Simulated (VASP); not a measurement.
Input of a VASP 6.6.1 run:

INCAR

```
SYSTEM = AlGa3N4
PREC = Accurate
ENCUT = 520
EDIFF = 1E-7
ISMEAR = 0
SIGMA = 0.05
LREAL = .False.
LASPH = .True.
NELM = 100
ALGO = Normal
ISIF = 2
LWAVE = .False.
LCHARG = .False.
GGA = PS
NBANDS = 41
```

KPOINTS

```
regular mesh
0
Gamma
  6 6 6
  0 0 0
```

Contents of POSCAR:

```
AlGa3N4
1.0
    4.4676279205      0.0000000000      0.0000000000
    0.0000000000      4.4676279205      0.0000000000
    0.0000000000      0.0000000000      4.4676279205
Al Ga N
1 3 4
Direct
    0.0000000000      0.0000000000      0.0000000000
    0.5000000000      0.5000000000      0.0000000000
    0.5000000000      0.0000000000      0.5000000000
    0.0000000000      0.5000000000      0.5000000000
    0.7550309210      0.7550309210      0.2449690790
    0.7550309210      0.2449690790      0.7550309210
    0.2449690790      0.7550309210      0.7550309210
    0.2449690790      0.2449690790      0.2449690790
```

Potentials or basis: VASP PAW PBE potentials, release 64 (Al, Ga_d, N).

Command:

```sh
$ cat potpaw_PBE.64/Al/POTCAR potpaw_PBE.64/Ga_d/POTCAR potpaw_PBE.64/N/POTCAR > POTCAR
$ mpirun -np 1 vasp_std > vasp.out
```

Problem. Predict the pressure.

Solution. -0.2 GPa.

Problem. Predict the band gap on the k mesh.

Solution. 2.31 eV, direct.

Problem. What does it give for the largest force?

Solution. 0.009 eV/Å.

Forces in eV/Å, atoms in the order of the input:
```
Al   0.000  0.000  0.000
Ga   0.000  0.000  0.000
Ga   0.000  0.000  0.000
Ga   0.000  0.000  0.000
N   -0.005 -0.005  0.005
N   -0.005  0.005 -0.005
N    0.005 -0.005 -0.005
N    0.005  0.005  0.005
```

Caveat: the PAW data sets were made with another functional, which shifts forces and pressure a little.
